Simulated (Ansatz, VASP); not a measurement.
**One calculation of BP, two programs**

Contents of POSCAR:

```
BP
1.0
    0.0000000000      2.2529598600      2.2529598600
    2.2529598600      0.0000000000      2.2529598600
    2.2529598600      2.2529598600      0.0000000000
B P
1 1
Direct
    0.0000000000      0.0000000000      0.0000000000
    0.2500000000      0.2500000000      0.2500000000
```

File INCAR.step1:

```
  PREC = Accurate
  ENCUT = 520
  ISMEAR = -1
  SIGMA = 0.02
  LREAL = F
  LASPH = T
  NELM = 60
  GGA = PE
  ALGO = Normal
  EDIFF = 1E-4
  LWAVE = T
  LCHARG = F
```

Contents of INCAR.step2:

```
  PREC = Accurate
  ENCUT = 520
  EDIFF = 1E-7
  ISMEAR = -1
  SIGMA = 0.02
  LREAL = F
  LASPH = T
  NELM = 60
  ALGO = Normal
  ISIF = 2
  LWAVE = F
  LCHARG = F
  METAGGA = R2SCAN
  LMIXTAU = T
  IBRION = 2
  NSW = 50
  EDIFFG = -0.01
  ISTART = 1
```

KPOINTS

```
regular mesh
0
Gamma
  10 10 10
```

Input for Ansatz:

```yaml
crystal:
  lattice:
    - [0.0, 2.25295981, 2.25295981]
    - [2.25295981, 0.0, 2.25295981]
    - [2.25295981, 2.25295981, 0.0]
  atoms:
    - { symbol: B, position: [0.0, 0.0, 0.0] }
    - { symbol: P, position: [0.25, 0.25, 0.25] }
  symmetry: { tolerance: 0.0003 }
hamiltonian:
  xc: r2scan
  pseudopotentials: { kind: paw, azcp: { folder: soft_1 } }
basis:
  ecutwfc: 500
magnetization:
  spin_polarized: false
scf:
  occupations: { method: fermi_dirac, width: 0.02 }
kpoints:
  mp_grid: { grid: [10, 10, 10], shift: [0, 0, 0] }
  band_path:
    path:
      - [0.0, 0.0, 0.0]
      - [-0.5, -0.5, 0.0]
      - [-0.375, -0.375, 0.25]
      - [-0.375, 0.0, 0.375]
      - [0.0, 0.0, 0.0]
      - [0.0, 0.0, 0.5]
      - [-0.5, -0.25, 0.25]
      - [-0.5, -0.5, 0.0]
    npoints: 10
output:
  forces: true
  stress: true
  eigenvalues: true
  write_potential: true
  elf: true
  volumetric_format: npy
  dos: { e_range: [-12, 8], de: 0.05 }
relax:
  max_steps: 30
```

Alike in both runs: task relaxation of the atoms; functional r2SCAN; k mesh 10 × 10 × 10; occupations fermi-dirac, width 0.02 eV; no spin polarisation.

```csv
,VASP,Ansatz
version,VASP 6.6.1,Ansatz 0.2.0
potentials or method,"VASP PAW PBE potentials, release 64 (B, P), cutoff 520 eV",PAW plane waves
valence electrons in the cell,8,8
```

|  | VASP | Ansatz | Ansatz less VASP |
| --- | --- | --- | --- |
| gap on the k mesh at the Fermi level, each at its own relaxed structure (eV) | 1.42 | 1.39 | -0.031 |

VASP's potentials were made for PBE, not for r2SCAN. Ansatz's warnings: stress scf threshold loose.

Noted on VASP's run: the relaxation stopped at its first step, so nothing moved.
